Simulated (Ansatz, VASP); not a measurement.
**Two plane-wave programs on Zr3O**

```
Zr O
1.0
     5.64603    0.00000    0.00000
    -2.82301    4.88961    0.00000
     0.00000    0.00000    5.04360
Zr O
6 2
Direct
  0.33276 0.00000 0.00000
  0.33276 0.33276 0.50000
  0.00000 0.33276 0.00000
  0.66724 0.00000 0.50000
  0.66724 0.66724 0.00000
  0.00000 0.66724 0.50000
  0.33333 0.66667 0.25000
  0.66667 0.33333 0.75000
```

Alike in both runs: task single point; functional PBEsol; k mesh 9 × 9 × 8; occupations gaussian, width 0.15 eV; no spin polarisation.

```csv
,VASP,Ansatz
version,VASP 6.6.1,Ansatz 0.2.0
potentials or method,"VASP PAW PBE potentials, release 64 (Zr_sv, O), cutoff 520 eV","scalar-relativistic, plane waves, PAW"
valence electrons in the cell,84,84
```

```tsv
	VASP	Ansatz	Ansatz less VASP
gap on the k mesh at the Fermi level (eV)	none	none	-
pressure (GPa)	-0.6	-0.7	-0.14
traceless stress, the component that is largest in VASP (GPa)	3.80	3.79	-0.009
rms of the force components (eV/Å)	0.310	0.315	+0.0058
```

VASP's potentials were made for PBE, not for PBEsol, and Ansatz warns of the same on its side. Atom by atom the forces differ by 0.006 eV/Å (rms over components). A gap of «none» marks a metal or a gap that the smearing closes.
